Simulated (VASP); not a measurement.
# SrCl2 (R3m) in VASP: settings compared

The runs below take SrCl2 through single point, with PBE, r2SCAN.

Everything below comes from runs of VASP 6.6.1. Logs are shortened: lines on timing, memory, paths and dates and some standing lists are left out, and cuts for length are marked.

## (1) The cell of the first run

The structure is trigonal, space group R3m (No. 160). Conventional cell: a = 4.271 Å, b = 4.271 Å, c = 18.405 Å, α = 90.00°, β = 90.00°, γ = 120.00°. Within 3.9 Å of Sr (site symmetry 3m) lie 6 Cl at 2.95 to 2.96 Å. Within 3.9 Å of Cl (site symmetry 3m) lie 3 Sr at 2.95 Å and 4 Cl at 3.26 to 3.79 Å. Within 3.9 Å of Cl (site symmetry 3m) lie 3 Sr at 2.96 Å and 4 Cl at 3.26 to 3.79 Å.

## (2) Single point, PBE (biaxial xy strain +2.4%)

INCAR reads:

```
SYSTEM = SrCl2
ALGO = Normal ; EDIFF = 1E-6
ENCUT = 520 ; GGA = PE
ISIF = 2 ; ISMEAR = -1
LASPH = .True. ; LCHARG = .False.
LREAL = .False. ; LWAVE = .False.
NBANDS = 19 ; NELM = 80
PREC = Accurate ; SIGMA = 0.02
```

KPOINTS reads:

```
k-points
0
Gamma
  8 8 8
  0 0 0
```

POSCAR reads:

```
SrCl2
1.0
    2.1353844527      1.2328647886      6.1350485022
   -2.1353844527      1.2328647886      6.1350485022
    0.0000000000     -2.4657295772      6.1350485022
Sr Cl
1 2
Direct
    0.0002634319      0.0002634319      0.0002634319
    0.4217188908      0.4217188908      0.4217188908
    0.2446843439      0.2446843439      0.2446843439
```

Potentials or basis: VASP PAW PBE potentials, release 64 (Sr_sv, Cl).

On the command line:

```
$ cat potpaw_PBE.64/Sr_sv/POTCAR potpaw_PBE.64/Cl/POTCAR > POTCAR
$ mpirun -np 1 vasp_std > vasp.out
```

OUTCAR:

```text
SYSTEM = SrCl2
   EDIFF = 1E-6
   ENCUT = 520
   GGA = PE
   ISIF = 2
   ISMEAR = -1
   LASPH = .True.
   LREAL = .False.
   NELM = 80
   PREC = Accurate

 ion  position               nearest neighbor table
   1  0.000  0.000  0.000-   2 2.95   2 2.95   2 2.95   3 2.96   3 2.96   3 2.96
   2  0.422  0.422  0.422-   1 2.95   1 2.95   1 2.95
   3  0.245  0.245  0.245-   1 2.96   1 2.96   1 2.96

  LATTYP: Found a trigonal (rhomboedric) cell.
 ALAT       =     6.6120074465
 COS(alpha) =     0.7913994350

  Lattice vectors:

 A1 = (   2.1353844527,   1.2328647886,   6.1350485022)
 A2 = (  -2.1353844527,   1.2328647886,   6.1350485022)
 A3 = (   0.0000000000,  -2.4657295772,   6.1350485022)

Analysis of symmetry for initial positions (statically):
=====================================================================
 Subroutine PRICEL returns:
 Original cell was already a primitive cell.

 Routine SETGRP: Setting up the symmetry group for a
 trigonal (rhombohedral) supercell.

 Subroutine GETGRP returns: Found  6 space group operations
 (whereof  6 operations were pure point group operations)
 out of a pool of 12 trial point group operations.

The static configuration has the point symmetry C_3v.

Analysis of symmetry for dynamics (positions and initial velocities):
=====================================================================
 Subroutine PRICEL returns:
 Original cell was already a primitive cell.

 Routine SETGRP: Setting up the symmetry group for a
 trigonal (rhombohedral) supercell.

 Subroutine GETGRP returns: Found  6 space group operations
 (whereof  6 operations were pure point group operations)
 out of a pool of 12 trial point group operations.

The dynamic configuration has the point symmetry C_3v.

 Subroutine INISYM returns: Found  6 space group operations
 (whereof  6 operations are pure point group operations),
 and found     1 'primitive' translations

----------------------------------------------------------------------------------------

                                     Primitive cell

  volume of cell :      96.9083

  direct lattice vectors                    reciprocal lattice vectors
     2.135384453  1.232864789  6.135048502     0.234149874  0.135186493  0.054332632
    -2.135384453  1.232864789  6.135048502    -0.234149874  0.135186493  0.054332632
     0.000000000 -2.465729577  6.135048502     0.000000000 -0.270372985  0.054332632

  length of vectors
     6.612007446  6.612007446  6.612007446     0.275778146  0.275778146  0.275778146

  position of ions in fractional coordinates (direct lattice)
     0.000263432  0.000263432  0.000263432
     0.421718891  0.421718891  0.421718891
     0.244684344  0.244684344  0.244684344

  ion indices of the primitive-cell ions
   primitive index   ion index
                 1           1
                 2           2
                 3           3

----------------------------------------------------------------------------------------

 KPOINTS: k-points

Automatic generation of k-mesh.
 Grid dimensions read from file:
 generate k-points for:    8    8    8

 Generating k-lattice:

  Cartesian coordinates                     Fractional coordinates (reciprocal lattice)
     0.029268734  0.016898312  0.006791579     0.125000000  0.000000000  0.000000000
    -0.029268734  0.016898312  0.006791579     0.000000000  0.125000000  0.000000000
     0.000000000 -0.033796623  0.006791579     0.000000000  0.000000000  0.125000000

  Length of vectors
     0.034472268  0.034472268  0.034472268

  Shift w.r.t. Gamma in fractional coordinates (k-lattice)
     0.000000000  0.000000000  0.000000000

 Subroutine IBZKPT returns following result:
 ===========================================

 Found     65 irreducible k-points:

 Following reciprocal coordinates:
            Coordinates               Weight
  0.000000  0.000000  0.000000      1.000000
  0.125000  0.000000  0.000000      6.000000
  0.250000  0.000000  0.000000      6.000000
  0.375000 -0.000000  0.000000      6.000000
  0.500000  0.000000  0.000000      3.000000
  0.125000  0.125000  0.000000      6.000000
[... 16 lines left out ...]
  0.250000  0.125000  0.125000      6.000000
  0.375000  0.125000  0.125000      6.000000
 [... further k-points ...]
   k-points           NKPTS =     65   k-points in BZ     NKDIM =     65   number of bands    NBANDS=     19
   number of dos      NEDOS =    301   number of ions     NIONS =      3
   total plane-waves  NPLWV = 125000
   dimension x,y,z NGX =    50 NGY =   50 NGZ =   50
   dimension x,y,z NGXF=   100 NGYF=  100 NGZF=  100
   ions per type =               1   2
   NGX,Y,Z   is equivalent  to a cutoff of  12.57, 12.57, 12.57 a.u.
   NGXF,Y,Z  is equivalent  to a cutoff of  25.14, 25.14, 25.14 a.u.
 SYSTEM =  SrCl2
   PREC   = accura    normal or accurate (medium, high low for compatibility)
   ISTART =      0    job   : 0-new  1-cont  2-samecut
   ICHARG =      2    charge: 1-file 2-atom 10-const
   ISPIN  =      1    spin polarized calculation?
   LNONCOLLINEAR =      F non collinear calculations
   LSORBIT =      F    spin-orbit coupling
   LASPH  =      T    aspherical Exc in radial PAW
   ENCUT  =  520.0 eV  38.22 Ry    6.18 a.u.  12.29 12.29 12.29*2*pi/ulx,y,z
   NELM   =     80;   NELMIN=  2; NELMDL= -5     # of ELM steps
   EDIFF  = 0.1E-05   stopping-criterion for ELM
   LREAL  =      F    real-space projection
   EDIFFG = 0.1E-04   stopping-criterion for IOM
   NSW    =      0    number of steps for IOM
   IBRION =     -1    ionic relax: 0-MD 1-quasi-New 2-CG
   NFREE  =      0    steps in history (QN), initial steepest desc. (CG)
   ISIF   =      2    stress and relaxation
   ISYM   =      2    0-nonsym 1-usesym 2-fastsym
   POTIM  = 0.5000    time-step for ionic-motion
   TEBEG  =    0.0;   TEEND  =   0.0 temperature during run
   PSTRESS=    0.0 pullay stress
   NELECT =      24.0000    total number of electrons
   NUPDOWN=      -1.0000    fix difference up-down
   EMIN   =  10.00;   EMAX   =-10.00  energy-range for DOS
   EFERMI =   0.00;   METHOD = LEGACY
   ISMEAR =    -1;   SIGMA  =   0.02  broadening in eV -4-tet -1-fermi 0-gaus
   EFERMI_NEDOS =   21; number of points for ismear=-14 and -15
   IALGO  =     38    algorithm
   IMIX   =      4    mixing-type and parameters
     AMIX     =   0.40;   BMIX     =  1.00
     AMIX_MAG =   1.60;   BMIX_MAG =  1.00
  volume/ion in A,a.u.               =      32.30       217.99
  Fermi-wavevector in a.u.,A,eV,Ry     =   1.028075  1.942781 14.380530  1.056939
  Thomas-Fermi vector in A             =   2.162053
   LORBIT       =      0    0 simple, 1 ext, 2 COOP (PROOUT), +10 PAW based schemes
   GGA     = PE    functional components
   LHFCALC =     F    Hartree Fock is set to
   AEXX    =    0.0000 exact exchange contribution
   IVDW    =     0    specifies the selected vdW correction
   LEPSILON=     F    determine dielectric tensor
   LRPA    =     F    only Hartree local field effects (RPA)
 non-spin polarized calculation
  energy-cutoff  :      520.00
  volume of cell :       96.91
 maximum number of plane-waves:      2632
 NGX is ok and might be reduce to    50
   NGX = 25   NGY = 25   NGZ = 25

 number of electron      24.0000001 magnetization

 Free energy of the ion-electron system (eV)
  ---------------------------------------------------
  ext. energy  EPLUGINS =         0.00000000
  ---------------------------------------------------
  free energy    TOTEN  =       -12.18126027 eV

  energy without entropy =      -12.18126027  energy(sigma->0) =      -12.18126027

 E-fermi :   0.0768     XC(G=0):  -7.6843

 val. band max:       -0.4069425699   @ k =   0.0000   0.0000   0.0000
 cond. band min:       3.7554072710   @ k =   0.0000   0.0000   0.0000
 fundamental gap:      4.1623498409
 Fermi energy:         0.0768155234

 k-point     1 :       0.0000    0.0000    0.0000
  band No.  band energies     occupation
      1     -33.9171      2.00000
      2     -16.0674      2.00000
      3     -15.8870      2.00000
      4     -15.8870      2.00000
      5     -13.7244      2.00000
      6     -12.9847      2.00000
[... 11 lines left out ...]
     18       6.3941      0.00000
     19       7.3844      0.00000

 k-point     2 :       0.1250    0.0000    0.0000
  band No.  band energies     occupation
      1     -33.9154      2.00000
      2     -16.0447      2.00000
      3     -15.9489      2.00000
      4     -15.8939      2.00000
      5     -13.6528      2.00000
      6     -13.0191      2.00000
[... 11 lines left out ...]
     18       6.5661      0.00000
     19       7.9557      0.00000

 k-point     3 :       0.2500    0.0000    0.0000
  band No.  band energies     occupation
      1     -33.9113      2.00000
      2     -16.0850      2.00000
      3     -15.9879      2.00000
      4     -15.9103      2.00000
      5     -13.4927      2.00000
      6     -13.1038      2.00000
[... 11 lines left out ...]
     18       6.9872      0.00000
     19       8.8074      0.00000

 k-point     4 :       0.3750   -0.0000    0.0000
  band No.  band energies     occupation
      1     -33.9072      2.00000
      2     -16.2067      2.00000
      3     -15.9281      2.00000
      4     -15.9267      2.00000
      5     -13.3453      2.00000
      6     -13.1920      2.00000
[... 407 lines left out ...]
     18       6.3957      0.00000
     19       7.1792      0.00000

 k-point    23 :       0.2500    0.1250    0.1250
  band No.  band energies     occupation
      1     -33.9154      2.00000
      2     -16.0477      2.00000
      3     -15.9486      2.00000
      4     -15.8939      2.00000
      5     -13.6255      2.00000
      6     -13.0476      2.00000
[... 11 lines left out ...]
     18       6.5920      0.00000
     19       7.7426      0.00000

 k-point    24 :       0.3750    0.1250    0.1250
  band No.  band energies     occupation
      1     -33.9113      2.00000
      2     -16.0842      2.00000
      3     -15.9905      2.00000
      4     -15.9103      2.00000
      5     -13.4664      2.00000
      6     -13.1308      2.00000
[... 11 lines left out ...]
     18       7.0213      0.00000
     19       8.6042      0.00000

 [... further k-points ...]

------------------------ aborting loop because EDIFF is reached ----------------------------------------

  FORCE on cell =-STRESS in cart. coord.  units (eV):
  Direction    XX          YY          ZZ          XY          YZ          ZX
  --------------------------------------------------------------------------------------
  -------------------------------------------------------------------------------------
  Total       -0.1265121     -0.1265121      0.5083312      0.0000000     -0.0000000      0.0000000
  in kB       -2.0916160     -2.0916160      8.4042035      0.0000000     -0.0000000      0.0000000
  external PRESSURE =       1.4069905 kB  Pullay stress =       0.0000000 kB

 VOLUME and BASIS-vectors are now :
 -----------------------------------------------------------------------------
  energy-cutoff  :      520.00
  volume of cell :       96.91
      direct lattice vectors                 reciprocal lattice vectors
     2.135384453  1.232864789  6.135048502     0.234149874  0.135186493  0.054332632
    -2.135384453  1.232864789  6.135048502    -0.234149874  0.135186493  0.054332632
     0.000000000 -2.465729577  6.135048502     0.000000000 -0.270372985  0.054332632

 POSITION                                       TOTAL-FORCE (eV/Angst)
 -----------------------------------------------------------------------------------
      0.00000      0.00000      0.00485         0.000000      0.000000     -0.003449
      0.00000      0.00000      7.76180         0.000000      0.000000     -0.004014
      0.00000      0.00000      4.50345         0.000000     -0.000000      0.007463
 -----------------------------------------------------------------------------------
    total drift:                               -0.000000     -0.000000      0.000040

  FREE ENERGIE OF THE ION-ELECTRON SYSTEM (eV)
  ---------------------------------------------------
  free  energy   TOTEN  =       -12.1812602656 eV

  energy  without entropy=      -12.1812602656  energy(sigma->0) =      -12.18126027
```

Run time: 1.9 min. Hardware: 1 thread of Intel Xeon 6975P-C (Granite Rapids), shared host; peak memory 0.4 GiB.

What came out:

| Quantity | Value |
| --- | --- |
| Free energy | -12.1813 eV |
| Pressure | 0.1 GPa |
| Largest force | 0.007 eV/Å |
| Band gap on the k mesh | 4.16 eV |

Forces on the atoms (eV/Å):
```
Sr   0.000  0.000 -0.003
Cl   0.000  0.000 -0.004
Cl   0.000  0.000  0.007
```

Stress tensor (GPa, compression positive):
```
-0.21  0.00  0.00
 0.00 -0.21  0.00
 0.00  0.00  0.84
```

Levels at points of the mesh, in eV from the valence-band top:
```tsv
k point	band 10	band 11	band 12	band 13	band 14	band 15
(0.00, 0.00, 0.00)	-1.13	-1.13	0.00	4.16	6.18	6.38
(0.50, 0.00, 0.00)	-1.41	-1.11	-0.32	4.58	6.64	7.17
(0.50, 0.50, 0.00)	-1.37	-1.23	-0.59	4.49	6.65	7.20
(0.50, 0.50, 0.50)	-0.99	-0.99	-0.95	4.94	5.86	6.25
```

Caveat: the cell differs from its parent crystal (biaxial xy strain +2.4%). A k mesh can miss the band edges.

## (3) Single point, r2SCAN (biaxial xy strain +2.4%)

POSCAR is that of step 2.

INCAR.step1 reads:

```
ALGO     = Normal         # electronic algorithm
EDIFF    = 1E-4           # SCF threshold, eV
ENCUT    = 520            # plane-wave cutoff, eV
GGA      = PE             # functional
ISMEAR   = 0              # smearing method
LASPH    = True           # aspherical terms in the spheres
LCHARG   = False          # write CHGCAR
LREAL    = False          # projectors in reciprocal space
LWAVE    = True           # write WAVECAR
NBANDS   = 19             # bands
NELM     = 60             # most SCF steps
PREC     = Accurate       # precision mode
SIGMA    = 0.01           # smearing width, eV
```

INCAR.step2 reads:

```
ALGO     = Normal         # electronic algorithm
EDIFF    = 1E-6           # SCF threshold, eV
ENCUT    = 520            # plane-wave cutoff, eV
ISIF     = 2              # what is computed and relaxed
ISMEAR   = 0              # smearing method
ISTART   = 1            
LASPH    = True           # aspherical terms in the spheres
LCHARG   = False          # write CHGCAR
LMIXTAU  = True         
LREAL    = False          # projectors in reciprocal space
LWAVE    = False          # write WAVECAR
METAGGA  = R2SCAN         # meta-GGA
NBANDS   = 19             # bands
NELM     = 60             # most SCF steps
PREC     = Accurate       # precision mode
SIGMA    = 0.01           # smearing width, eV
```

KPOINTS reads:

```
k-points
0
Gamma
  8 8 8
```

Potentials or basis: VASP PAW PBE potentials, release 64 (Sr_sv, Cl).

On the command line:

```
$ cat potpaw_PBE.64/Sr_sv/POTCAR potpaw_PBE.64/Cl/POTCAR > POTCAR
$ cp INCAR.step1 INCAR
$ mpirun -np 1 vasp_std > vasp.out
$ cp INCAR.step2 INCAR
$ mpirun -np 1 vasp_std > vasp.out
```

Wall time 7 min (1 thread of Intel Xeon 6975P-C (Granite Rapids), shared host); peak memory 0.45 GiB.

The run converged. Its results:

```yaml
Free_energy: -34.9725 eV
Pressure: -0.5 GPa
Largest_force: 0.003 eV/Å
Band_gap_on_the_k_mesh: 4.69 eV
```

Forces in eV/Å, atoms in the order of the input:
```
Sr   0.000  0.000  0.000
Cl   0.000  0.000  0.003
Cl   0.000  0.000 -0.003
```

Stress tensor (GPa, compression positive):
```
-0.84  0.00  0.00
 0.00 -0.84  0.00
 0.00  0.00  0.25
```

Levels at points of the mesh, in eV from the valence-band top:
| k point | band 10 | band 11 | band 12 | band 13 | band 14 | band 15 |
| --- | --- | --- | --- | --- | --- | --- |
| (0.00, 0.00, 0.00) | -1.17 | -1.17 | 0.00 | 4.69 | 6.73 | 6.97 |
| (0.50, 0.00, 0.00) | -1.45 | -1.16 | -0.32 | 4.97 | 7.23 | 7.77 |
| (0.50, 0.50, 0.00) | -1.41 | -1.27 | -0.60 | 4.89 | 7.27 | 7.79 |
| (0.50, 0.50, 0.50) | -1.02 | -1.02 | -0.96 | 5.42 | 6.40 | 6.85 |

Caveat: the cell differs from its parent crystal (biaxial xy strain +2.4%); the PAW data sets were made with another functional, which shifts forces and pressure a little. A k mesh can miss the band edges.
